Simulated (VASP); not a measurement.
# NaH: single point with PBE

NaH:

```
Na H
1.0
     0.00000    2.39163    2.39163
     2.39163    0.00000    2.39163
     2.39163    2.39163    0.00000
Na H
1 1
Direct
  0.00000 0.00000 0.00000
  0.50000 0.50000 0.50000
```

This cell differs from its parent crystal: volume changed by -3%.

* Program: VASP 6.6.1
* Task: single point
* Functional: PBE
* Potentials or basis: VASP PAW PBE potentials, release 64 (Na_pv, H)
* Cutoff: 520 eV
* k mesh: 8 × 8 × 8
* Occupations: gaussian, width 0.01 eV
* Spin: no spin polarisation
* Dipole correction: no
* Further INCAR settings: ALGO = Normal; EDIFF = 1e-07; NBANDS = 11

- Pressure: 0.7 GPa
- Band gap on the k mesh: 3.81 eV, indirect (least direct gap 4.68 eV)

Levels at points of the mesh, in eV from the valence-band top:
| k point | band 2 | band 3 | band 4 | band 5 | band 6 | band 7 |
| --- | --- | --- | --- | --- | --- | --- |
| (0.00, 0.00, 0.00) | -22.05 | -22.05 | -3.70 | 10.69 | 15.83 | 15.83 |
| (0.50, 0.00, 0.00) | -22.06 | -22.06 | -0.87 | 3.81 | 10.99 | 13.58 |
| (0.50, 0.50, 0.00) | -22.08 | -22.08 | -0.18 | 4.70 | 10.15 | 10.86 |

Run time: 4.7 s on 1 thread of Intel(R) Xeon(R) 6975P-C (Granite Rapids), with other jobs on the host, peak memory 0.14 GiB.

 A k mesh can miss the band edges.
